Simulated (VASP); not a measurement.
Input of a VASP 6.6.1 run:

The input INCAR:

```
  ALGO = Normal
  EDIFF = 1E-7
  ENCUT = 520
  GGA = PS
  ISIF = 2
  ISMEAR = -1
  LASPH = T
  LCHARG = F
  LREAL = F
  LWAVE = F
  NBANDS = 12
  NELM = 100
  PREC = Accurate
  SIGMA = 0.1
```

KPOINTS

```
k-points
0
Gamma
  25 25 25
```

POSCAR

```
Cu
1.0
    0.0000000000      1.8499797260      1.8499797260
    1.8499797260      0.0000000000      1.8499797260
    1.8499797260      1.8499797260      0.0000000000
Cu
1
Direct
    0.0000000000      0.0000000000      0.0000000000
```

Potentials or basis: VASP PAW PBE potentials, release 64 (Cu).

Launch:

```sh
$ cat potpaw_PBE.64/Cu/POTCAR > POTCAR
$ mpirun -np 1 vasp_std > vasp.out
```

**Question.** Predict the band gap on the k mesh.

**Answer.** Zero (an odd number of electrons rules out a gap without spin polarisation).

**Question.** Estimate the pressure.

**Answer.** -13.6 GPa.

Caveat: the cell stands under tension; the PAW data sets were made with another functional, which shifts forces and pressure a little.
